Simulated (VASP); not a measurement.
Crystal: Ge2As3.

```
Ge As
1.0
     4.25822    0.00000    0.00000
    -2.12911    3.68773    0.00000
     0.00000    0.00000    8.28188
Ge As
2 3
Direct
  0.00000 0.00000 0.25547
  0.00000 0.00000 0.74453
  0.33333 0.66667 0.00000
  0.66667 0.33333 0.00000
  0.00000 0.00000 0.50000
```

| Property | Result |
| --- | --- |
| Program | VASP 6.6.1 |
| Task | relaxation of cell and atoms |
| Functional | PBE |
| Potentials or basis | VASP PAW PBE potentials, release 64 (Ge_d, As) |
| Cutoff | 600 eV |
| k mesh | 6 × 6 × 2 |
| Occupations | gaussian, width 0.1 eV |
| Spin | no spin polarisation |

At the start: pressure 13.1 GPa; volume 26.01 Å³/atom.

Problem. Where does the relaxation end?

Solution. Over 27 steps the energy falls by 367.2 meV/atom and the volume is 29.28 Å³/atom (+12.6 %); space group P6/mmm (No. 191, to 0.05 Å).

The path:
```tsv
step	energy change (eV)	largest force (eV/Å)	pressure (GPa)	volume (Å³)
1	0.0000	5.9874	13.08	130.05
2	-0.1898	0.7311	-4.46	172.42
3	-1.4523	0.1694	0.04	146.83
4	-1.4767	0.0064	0.63	145.29
5	-1.4861	0.2785	1.47	143.38
6	-1.4864	0.2347	1.37	143.66
7	-1.5860	0.3065	0.25	148.83
8	-1.6256	0.4413	-0.89	155.54
9	-1.6638	0.5351	-0.46	153.50
10	-1.7290	1.0280	1.03	147.27
11	-1.3531	1.6884	5.53	134.39
12	-1.6876	1.3332	1.79	145.69
13	-1.6952	1.2977	1.75	145.49
14	-1.7153	1.1830	1.78	144.92
15	-1.7421	0.9552	1.85	143.75
16	-1.7442	0.5808	2.19	141.39
17	-1.7498	0.7031	2.09	142.22
18	-1.7727	0.5936	1.71	142.97
19	-1.8190	0.3043	0.74	145.23
20	-1.8223	0.1265	-0.97	149.76
21	-1.8343	0.0446	-0.30	147.72
22	-1.8344	0.0612	-0.20	147.55
23	-1.8348	0.0548	-0.08	147.38
24	-1.8349	0.0530	-0.13	147.32
25	-1.8351	0.0485	-0.06	147.19
26	-1.8355	0.0401	-0.08	146.93
27	-1.8358	0.0227	-0.02	146.42
```

Final structure:
```yaml
crystal:
  lattice:
    - [4.57335, 0.00000, 0.00000]
    - [-2.28667, 3.96063, 0.00000]
    - [0.00000, 0.00000, 8.08346]
  atoms:
    - { symbol: Ge, position: [0.00000, 0.00000, 0.20707] }
    - { symbol: Ge, position: [0.00000, 0.00000, 0.79293] }
    - { symbol: As, position: [0.33333, 0.66667, 0.00000] }
    - { symbol: As, position: [0.66667, 0.33333, 0.00000] }
    - { symbol: As, position: [0.00000, 0.00000, 0.50000] }
```

Caveat: the k points lie up to 0.39 Å⁻¹ apart in the final cell.
